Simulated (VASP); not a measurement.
# Bi (P-3m1) in VASP: a series of runs

Runs on Bi. Level: PBE. Tasks: single point, relaxation of cell and atoms.

Everything below comes from runs of VASP 6.6.1. Logs are shortened: lines on timing, memory, paths and dates and some standing lists are left out, and cuts for length are marked.

## (1) The cell of the first run

It takes space group P-3m1 (No. 164, trigonal). The conventional cell has a = 4.506 Å, b = 4.506 Å, c = 9.502 Å, α = 90.00°, β = 90.00°, γ = 120.00°. Bi (site symmetry 3m) has 4 Bi at 3.08 to 3.63 Å within 4.1 Å. Within 4.1 Å of Bi (site symmetry 3m) lie 6 Bi at 3.08 to 3.66 Å.

The cell was generated, and may not be a known phase.

## (2) Single point, PBE

INCAR

```
SYSTEM = Bi
PREC = Accurate
ENCUT = 520
EDIFF = 1E-6
ISMEAR = 0
SIGMA = 0.1
LREAL = .FALSE.
LASPH = .TRUE.
NELM = 60
ALGO = Normal
ISIF = 2
LWAVE = .FALSE.
LCHARG = .TRUE.
GGA = PE
LELF = .TRUE.
LVHAR = .TRUE.
NBANDS = 38
```

KPOINTS

```
regular mesh
0
G
  6 6 2
  0 0 0
```

POSCAR

```
Bi
1.0
    4.5061988000      0.0000000000      0.0000000000
   -2.2530994000      3.9024826000      0.0000000000
    0.0000000000      0.0000000000      9.5016787000
Bi
4
Direct
    0.0000000000      0.0000000000      0.8092170000
    0.0000000000      0.0000000000      0.1907830000
    0.3333333000      0.6666667000      0.6352660000
    0.6666667000      0.3333333000      0.3647340000
```

Potentials or basis: VASP PAW PBE potentials, release 64 (Bi_d).

Started as:

```
$ cat potpaw_PBE.64/Bi_d/POTCAR > POTCAR
$ mpirun -np 1 vasp_std > vasp.out
```

OUTCAR:

```text
SYSTEM = Bi
   PREC = Accurate
   ENCUT = 520
   EDIFF = 1E-6
   ISMEAR = 0
   LREAL = .FALSE.
   LASPH = .TRUE.
   NELM = 60
   ISIF = 2
   GGA = PE

 ion  position               nearest neighbor table
   1  0.000  0.000  0.809-   3 3.08   3 3.08   3 3.08   2 3.63
   2  0.000  0.000  0.191-   4 3.08   4 3.08   4 3.08   1 3.63
   3  0.333  0.667  0.635-   1 3.08   1 3.08   1 3.08   4 3.66   4 3.66   4 3.66
   4  0.667  0.333  0.365-   2 3.08   2 3.08   2 3.08   3 3.66   3 3.66   3 3.66

  LATTYP: Found a hexagonal cell.
 ALAT       =     4.5061988000
 C/A-ratio  =     2.1085795638

  Lattice vectors:

 A1 = (   4.5061988000,   0.0000000000,   0.0000000000)
 A2 = (  -2.2530994000,   3.9024826000,   0.0000000000)
 A3 = (   0.0000000000,   0.0000000000,   9.5016787000)

Analysis of symmetry for initial positions (statically):
=====================================================================
 Subroutine PRICEL returns:
 Original cell was already a primitive cell.

 Routine SETGRP: Setting up the symmetry group for a
 hexagonal supercell.

 Subroutine GETGRP returns: Found 12 space group operations
 (whereof 12 operations were pure point group operations)
 out of a pool of 24 trial point group operations.

The static configuration has the point symmetry D_3d.

Analysis of symmetry for dynamics (positions and initial velocities):
=====================================================================
 Subroutine PRICEL returns:
 Original cell was already a primitive cell.

 Routine SETGRP: Setting up the symmetry group for a
 hexagonal supercell.

 Subroutine GETGRP returns: Found 12 space group operations
 (whereof 12 operations were pure point group operations)
 out of a pool of 24 trial point group operations.

The dynamic configuration has the point symmetry D_3d.

 Subroutine INISYM returns: Found 12 space group operations
 (whereof 12 operations are pure point group operations),
 and found     1 'primitive' translations

----------------------------------------------------------------------------------------

                                     Primitive cell

  volume of cell :     167.0905

  direct lattice vectors                    reciprocal lattice vectors
     4.506198800  0.000000000  0.000000000     0.221916530  0.128123569  0.000000000
    -2.253099400  3.902482600  0.000000000     0.000000000  0.256247139  0.000000000
     0.000000000  0.000000000  9.501678700     0.000000000  0.000000000  0.105244561

  length of vectors
     4.506198800  4.506198769  9.501678700     0.256247137  0.256247139  0.105244561

  position of ions in fractional coordinates (direct lattice)
     0.000000000  0.000000000  0.809217000
     0.000000000  0.000000000  0.190783000
     0.333333300  0.666666700  0.635266000
     0.666666700  0.333333300  0.364734000

  ion indices of the primitive-cell ions
   primitive index   ion index
                 1           1
                 2           2
                 3           3
                 4           4

----------------------------------------------------------------------------------------

 KPOINTS: regular mesh

Automatic generation of k-mesh.
 Grid dimensions read from file:
 generate k-points for:    6    6    2

 Generating k-lattice:

  Cartesian coordinates                     Fractional coordinates (reciprocal lattice)
     0.036986088  0.021353928  0.000000000     0.166666667  0.000000000  0.000000000
     0.000000000  0.042707856  0.000000000     0.000000000  0.166666667  0.000000000
     0.000000000  0.000000000  0.052622280     0.000000000  0.000000000  0.500000000

  Length of vectors
     0.042707856  0.042707856  0.052622280

  Shift w.r.t. Gamma in fractional coordinates (k-lattice)
     0.000000000  0.000000000  0.000000000

 Subroutine IBZKPT returns following result:
 ===========================================

 Found     14 irreducible k-points:

 Following reciprocal coordinates:
            Coordinates               Weight
  0.000000  0.000000  0.000000      1.000000
  0.166667  0.000000  0.000000      6.000000
  0.333333  0.000000  0.000000      6.000000
  0.500000  0.000000  0.000000      3.000000
  0.166667  0.166667  0.000000      6.000000
  0.333333  0.166667  0.000000     12.000000
  0.333333  0.333333  0.000000      2.000000
  0.000000  0.000000  0.500000      1.000000
  0.166667  0.000000  0.500000      6.000000
  0.333333  0.000000  0.500000      6.000000
  0.500000  0.000000  0.500000      3.000000
  0.166667  0.166667  0.500000      6.000000
  0.333333  0.166667  0.500000     12.000000
  0.333333  0.333333  0.500000      2.000000
   k-points           NKPTS =     14   k-points in BZ     NKDIM =     14   number of bands    NBANDS=     38
   number of dos      NEDOS =    301   number of ions     NIONS =      4
   total plane-waves  NPLWV =  93312
   dimension x,y,z NGX =    36 NGY =   36 NGZ =   72
   dimension x,y,z NGXF=    72 NGYF=   72 NGZF=  144
   ions per type =               4
   NGX,Y,Z   is equivalent  to a cutoff of  13.28, 13.28, 12.60 a.u.
   NGXF,Y,Z  is equivalent  to a cutoff of  26.56, 26.56, 25.19 a.u.
 SYSTEM =  Bi
   PREC   = accura    normal or accurate (medium, high low for compatibility)
   ISTART =      0    job   : 0-new  1-cont  2-samecut
   ICHARG =      2    charge: 1-file 2-atom 10-const
   ISPIN  =      1    spin polarized calculation?
   LNONCOLLINEAR =      F non collinear calculations
   LSORBIT =      F    spin-orbit coupling
   LASPH  =      T    aspherical Exc in radial PAW
   ENCUT  =  520.0 eV  38.22 Ry    6.18 a.u.   8.38  8.38 17.67*2*pi/ulx,y,z
   NELM   =     60;   NELMIN=  2; NELMDL= -5     # of ELM steps
   EDIFF  = 0.1E-05   stopping-criterion for ELM
   LREAL  =      F    real-space projection
   EDIFFG = 0.1E-04   stopping-criterion for IOM
   NSW    =      0    number of steps for IOM
   IBRION =     -1    ionic relax: 0-MD 1-quasi-New 2-CG
   NFREE  =      0    steps in history (QN), initial steepest desc. (CG)
   ISIF   =      2    stress and relaxation
   ISYM   =      2    0-nonsym 1-usesym 2-fastsym
   POTIM  = 0.5000    time-step for ionic-motion
   TEBEG  =    0.0;   TEEND  =   0.0 temperature during run
   PSTRESS=    0.0 pullay stress
   NELECT =      60.0000    total number of electrons
   NUPDOWN=      -1.0000    fix difference up-down
   EMIN   =  10.00;   EMAX   =-10.00  energy-range for DOS
   EFERMI =   0.00;   METHOD = LEGACY
   ISMEAR =     0;   SIGMA  =   0.10  broadening in eV -4-tet -1-fermi 0-gaus
   EFERMI_NEDOS =   21; number of points for ismear=-14 and -15
   IALGO  =     38    algorithm
   IMIX   =      4    mixing-type and parameters
     AMIX     =   0.40;   BMIX     =  1.00
     AMIX_MAG =   1.60;   BMIX_MAG =  1.00
  volume/ion in A,a.u.               =      41.77       281.90
  Fermi-wavevector in a.u.,A,eV,Ry     =   1.163612  2.198907 18.422178  1.353992
  Thomas-Fermi vector in A             =   2.300159
   LORBIT       =      0    0 simple, 1 ext, 2 COOP (PROOUT), +10 PAW based schemes
   GGA     = PE    functional components
   LHFCALC =     F    Hartree Fock is set to
   AEXX    =    0.0000 exact exchange contribution
   IVDW    =     0    specifies the selected vdW correction
   LEPSILON=     F    determine dielectric tensor
   LRPA    =     F    only Hartree local field effects (RPA)
 non-spin polarized calculation
 Gauss-broadening in eV      SIGMA  =   0.10
  energy-cutoff  :      520.00
  volume of cell :      167.09
 maximum number of plane-waves:      4536
 NGX is ok and might be reduce to    36
   NGX = 17   NGY = 17   NGZ = 35

 number of electron      60.0000001 magnetization

 Free energy of the ion-electron system (eV)
  ---------------------------------------------------
  ext. energy  EPLUGINS =         0.00000000
  ---------------------------------------------------
  free energy    TOTEN  =       -15.35677638 eV

  energy without entropy =      -15.35661412  energy(sigma->0) =      -15.35669525

 E-fermi :   4.7218     XC(G=0):  -8.5916

 val. band max:        4.5196664229   @ k =   0.1667   0.0000   0.5000
 cond. band min:       4.9290467917   @ k =   0.3333   0.0000   0.5000
 fundamental gap:      0.4093803688
 Fermi energy:         4.7217834705

 k-point     1 :       0.0000    0.0000    0.0000
  band No.  band energies     occupation
      1     -18.1203      2.00000
      2     -18.1203      2.00000
      3     -18.0940      2.00000
      4     -18.0940      2.00000
      5     -17.9944      2.00000
      6     -17.9944      2.00000
[... 30 lines left out ...]
     37       9.3348      0.00000
     38      10.4208      0.00000

 k-point     2 :       0.1667    0.0000    0.0000
  band No.  band energies     occupation
      1     -18.1183      2.00000
      2     -18.1005      2.00000
      3     -18.0907      2.00000
      4     -18.0757      2.00000
      5     -17.9964      2.00000
      6     -17.9845      2.00000
[... 30 lines left out ...]
     37       9.7642      0.00000
     38      10.4089      0.00000

 k-point     3 :       0.3333    0.0000    0.0000
  band No.  band energies     occupation
      1     -18.1142      2.00000
      2     -18.0838      2.00000
      3     -18.0478      2.00000
      4     -18.0266      2.00000
      5     -18.0029      2.00000
      6     -17.9857      2.00000
[... 30 lines left out ...]
     37       9.5013      0.00000
     38      10.8852      0.00000

 k-point     4 :       0.5000    0.0000    0.0000
  band No.  band energies     occupation
      1     -18.1121      2.00000
      2     -18.0801      2.00000
      3     -18.0061      2.00000
      4     -17.9949      2.00000
      5     -17.9940      2.00000
      6     -17.9832      2.00000
[... 30 lines left out ...]
     37       9.2898      0.00000
     38      11.2559      0.00000
[... 293 lines left out ...]
      4     -18.0464      2.00000
      5     -17.9844      2.00000
      6     -17.9833      2.00000
[... 30 lines left out ...]
     37       9.8107      0.00000
     38       9.8335      0.00000

 k-point    13 :       0.3333    0.1667    0.5000
  band No.  band energies     occupation
      1     -18.1033      2.00000
      2     -18.0904      2.00000
      3     -18.0036      2.00000
      4     -17.9953      2.00000
      5     -17.9835      2.00000
      6     -17.9790      2.00000
[... 30 lines left out ...]
     37       9.8935      0.00000
     38      10.8973      0.00000

 k-point    14 :       0.3333    0.3333    0.5000
  band No.  band energies     occupation
      1     -18.0947      2.00000
      2     -18.0947      2.00000
      3     -17.9805      2.00000
      4     -17.9626      2.00000
      5     -17.9609      2.00000
      6     -17.9609      2.00000
[... 30 lines left out ...]
     37      10.9472      0.00000
     38      10.9587      0.00000

------------------------ aborting loop because EDIFF is reached ----------------------------------------

  FORCE on cell =-STRESS in cart. coord.  units (eV):
  Direction    XX          YY          ZZ          XY          YZ          ZX
  --------------------------------------------------------------------------------------
  -------------------------------------------------------------------------------------
  Total        0.0979337      0.0979337     -0.1686748      0.0000000     -0.0000000      0.0000000
  in kB        0.9390548      0.9390548     -1.6173691      0.0000000     -0.0000000      0.0000000
  external PRESSURE =       0.0869135 kB  Pullay stress =       0.0000000 kB

 VOLUME and BASIS-vectors are now :
 -----------------------------------------------------------------------------
  energy-cutoff  :      520.00
  volume of cell :      167.09
      direct lattice vectors                 reciprocal lattice vectors
     4.506198800  0.000000000  0.000000000     0.221916530  0.128123569  0.000000000
    -2.253099400  3.902482600  0.000000000     0.000000000  0.256247139  0.000000000
     0.000000000  0.000000000  9.501678700     0.000000000  0.000000000  0.105244561

 POSITION                                       TOTAL-FORCE (eV/Angst)
 -----------------------------------------------------------------------------------
      0.00000      0.00000      7.68892        -0.000000      0.000000     -0.038063
      0.00000      0.00000      1.81276        -0.000000      0.000000      0.038063
     -0.00000      2.60166      6.03609        -0.000000     -0.000000      0.048206
      2.25310      1.30083      3.46559         0.000000      0.000000     -0.048206
 -----------------------------------------------------------------------------------
    total drift:                                0.000000      0.000000      0.000000

  FREE ENERGIE OF THE ION-ELECTRON SYSTEM (eV)
  ---------------------------------------------------
  free  energy   TOTEN  =       -15.3567763838 eV

  energy  without entropy=      -15.3566141178  energy(sigma->0) =      -15.35669525
```

Run time: 1.7 min. Hardware: 1 thread of Intel Xeon 6975P-C (Granite Rapids), shared host; peak memory 0.31 GiB.

The run converged, but its numbers aren't listed here, since they failed a check.

Caveat: the mesh shows a gap though the element is a metal; spin-orbit coupling is left out, which moves the levels of the heavy elements.

## (3) Single point, PBE

INCAR

```
SYSTEM = Bi
PREC = Accurate
ENCUT = 520
EDIFF = 1E-6
ISMEAR = 0
SIGMA = 0.02
LREAL = .FALSE.
LASPH = .TRUE.
NELM = 100
ALGO = Fast
ISIF = 2
LWAVE = .FALSE.
LCHARG = .FALSE.
GGA = PE
NBANDS = 38
```

KPOINTS

```
regular mesh
0
G
  12 12 4
  0 0 0
```

POSCAR

```
Bi
1.0
    4.5061987796      0.0000000000      0.0000000000
   -2.2530993898      3.9024826177      0.0000000000
    0.0000000000      0.0000000000      9.5016787000
Bi
4
Direct
    0.0000000000      0.0000000000      0.8092170000
    0.0000000000      0.0000000000      0.1907830000
    0.3333333333      0.6666666667      0.6352660000
    0.6666666667      0.3333333333      0.3647340000
```

Potentials or basis: VASP PAW PBE potentials, release 64 (Bi_d).

Started as:

```
$ cat potpaw_PBE.64/Bi_d/POTCAR > POTCAR
$ mpirun -np 1 vasp_std > vasp.out
```

Run time: 7.5 min. Hardware: 1 thread of Intel Xeon 6975P-C (Granite Rapids), shared host; peak memory 0.48 GiB.

It converged, with:

```yaml
Free_energy: -15.3581 eV
Pressure: -0.1 GPa
Largest_force: 0.014 eV/Å
Band_gap_on_the_k_mesh: zero (bands 30 and 31 overlap by 0.24 eV)
```

Forces on the atoms (eV/Å):
```
Bi   0.000  0.000  0.014
Bi   0.000  0.000 -0.014
Bi   0.000  0.000 -0.012
Bi   0.000  0.000  0.012
```

Levels at points of the mesh, in eV from the Fermi level:
| k point | band 28 | band 29 | band 30 | band 31 | band 32 | band 33 |
| --- | --- | --- | --- | --- | --- | --- |
| (0.00, 0.00, 0.00) | -0.88 | -0.80 | -0.80 | 0.81 | 1.52 | 1.52 |
| (0.50, 0.00, 0.00) | -2.12 | -1.80 | -1.65 | 0.85 | 1.18 | 1.61 |
| (0.00, 0.00, 0.50) | -1.03 | -0.61 | -0.61 | 0.91 | 1.21 | 1.21 |
| (0.50, 0.00, 0.50) | -2.35 | -1.84 | -1.21 | 0.04 | 1.37 | 2.17 |

Caveat: spin-orbit coupling is left out, which moves the levels of the heavy elements.

## (4) Single point, PBE

INCAR

```
SYSTEM = Bi
PREC     = Accurate       ! precision mode
ENCUT    = 520            ! plane-wave cutoff, eV
EDIFF    = 1E-6           ! SCF threshold, eV
ISMEAR   = 0              ! smearing method
SIGMA    = 0.1            ! smearing width, eV
LREAL    = .False.        ! projectors in reciprocal space
LASPH    = .True.         ! aspherical terms in the spheres
NELM     = 60             ! most SCF steps
ALGO     = Fast           ! electronic algorithm
ISIF     = 2              ! what is computed and relaxed
LWAVE    = .False.        ! write WAVECAR
LCHARG   = .True.         ! write CHGCAR
GGA      = PE             ! functional
LELF     = .True.         ! ELF
LVHAR    = .True.       
NBANDS   = 38             ! bands
```

KPOINTS

```
Automatic mesh
0
Gamma
  12 12 6
  0 0 0
```

POSCAR is that of step 3.

Started as:

```
$ cat potpaw_PBE.64/Bi_d/POTCAR > POTCAR
$ mpirun -np 1 vasp_std > vasp.out
```

Run time: 12 min. Hardware: 1 thread of Intel Xeon 6975P-C (Granite Rapids), shared host; peak memory 0.58 GiB.

The run converged. Its results:

| Item | Value |
| --- | --- |
| Free energy | -15.3583 eV |
| Pressure | -0.1 GPa |
| Largest force | 0.010 eV/Å |
| Band gap on the k mesh | zero (bands 30 and 31 overlap by 0.24 eV) |

Forces on the atoms (eV/Å):
```
Bi   0.000  0.000  0.010
Bi   0.000  0.000 -0.010
Bi   0.000  0.000  0.000
Bi   0.000  0.000  0.000
```

Levels at points of the mesh, in eV from the Fermi level:
```csv
k point,band 28,band 29,band 30,band 31,band 32,band 33
"(0.00, 0.00, 0.00)",-0.87,-0.79,-0.79,0.81,1.52,1.52
"(0.50, 0.00, 0.00)",-2.12,-1.80,-1.64,0.86,1.18,1.61
"(0.00, 0.00, 0.50)",-1.03,-0.61,-0.61,0.91,1.21,1.21
"(0.50, 0.00, 0.50)",-2.35,-1.84,-1.21,0.04,1.37,2.17
```

Caveat: spin-orbit coupling is left out, which moves the levels of the heavy elements.

## (5) Relaxation of cell and atoms, PBE

INCAR

```
  PREC = Accurate
  ENCUT = 600
  EDIFF = 1E-6
  ISMEAR = 0
  SIGMA = 0.1
  LREAL = F
  LASPH = T
  NELM = 60
  ALGO = Fast
  ISIF = 3
  LWAVE = F
  LCHARG = F
  GGA = PE
  IBRION = 2
  NSW = 100
  EDIFFG = -0.01
```

KPOINTS

```
regular mesh
0
Gamma
  12 12 6
```

POSCAR is that of step 4.

Started as:

```
$ cat potpaw_PBE.64/Bi_d/POTCAR > POTCAR
$ mpirun -np 1 vasp_std > vasp.out
```

Wall time 46 min (1 thread of Oxide Virtual Turin-like, shared host); peak memory 0.64 GiB.

Results (log left out):

```
Free energy                           : -15.3585 eV
Relaxed volume                        : 41.74 Å³/atom
Relaxed cell                          : a = 4.506 Å, b = 4.506 Å, c = 9.497 Å, α = 90.00°, β = 90.00°, γ = 120.00°
Space group after relaxing (to 0.1 Å) : P-3m1 (No. 164)
Energy gained by relaxing             : 0.0 meV/atom
Ionic steps                           : 2
Pressure after relaxing               : 0.0 GPa
Largest force after relaxing          : 0.008 eV/Å
Band gap on the k mesh                : zero (bands 30 and 31 overlap by 0.24 eV)
```

Forces in eV/Å, atoms in the order of the input:
```
Bi   0.000  0.000  0.008
Bi   0.000  0.000 -0.008
Bi   0.000  0.000 -0.002
Bi   0.000  0.000  0.002
```

Final structure:
```xyz
4
Lattice="4.5058 0.0000 0.0000 -2.2529 3.9021 0.0000 0.0000 0.0000 9.4968" Properties=species:S:1:pos:R:3 pbc="T T T"
Bi   -2.2529    3.9021    7.6854
Bi    0.0000    0.0000    1.8113
Bi    0.0000    2.6014    6.0331
Bi    2.2529    1.3007    3.4637
```

Levels at points of the mesh, in eV from the Fermi level:
```csv
k point,band 27,band 28,band 29,band 30,band 31,band 32,band 33,band 34
"(0.00, 0.00, 0.00)",-0.91,-0.88,-0.80,-0.80,0.81,1.52,1.52,1.56
"(0.50, 0.00, 0.00)",-2.46,-2.12,-1.80,-1.64,0.86,1.18,1.61,1.80
"(0.00, 0.00, 0.50)",-1.03,-1.03,-0.61,-0.61,0.91,1.21,1.21,1.38
"(0.50, 0.00, 0.50)",-2.66,-2.35,-1.84,-1.21,0.04,1.37,2.17,2.25
```

Caveat: spin-orbit coupling is left out, which moves the levels of the heavy elements.

## (6) The runs side by side

```csv
task,cell,k mesh,cutoff (eV),smearing,gap on the mesh (eV),pressure (GPa),largest force (eV/Å)
single point,as given,12 × 12 × 4,520,gaussian 0.02 eV,none,-0.1,0.01
single point,as given,12 × 12 × 6,520,gaussian 0.1 eV,none,-0.1,0.01
relaxation of cell and atoms,relaxed,12 × 12 × 6,600,gaussian 0.1 eV,none,0.0,0.01
```

Alike in all rows: level PBE; potentials or basis VASP PAW PBE potentials, release 64 (Bi_d); no spin polarisation.

Caveats: spin-orbit coupling is left out, which moves the levels of the heavy elements.

Absolute energies hang on the potentials; compare differences alone.

The gap in the log of VASP goes by the Fermi energy; the results here count the filled bands.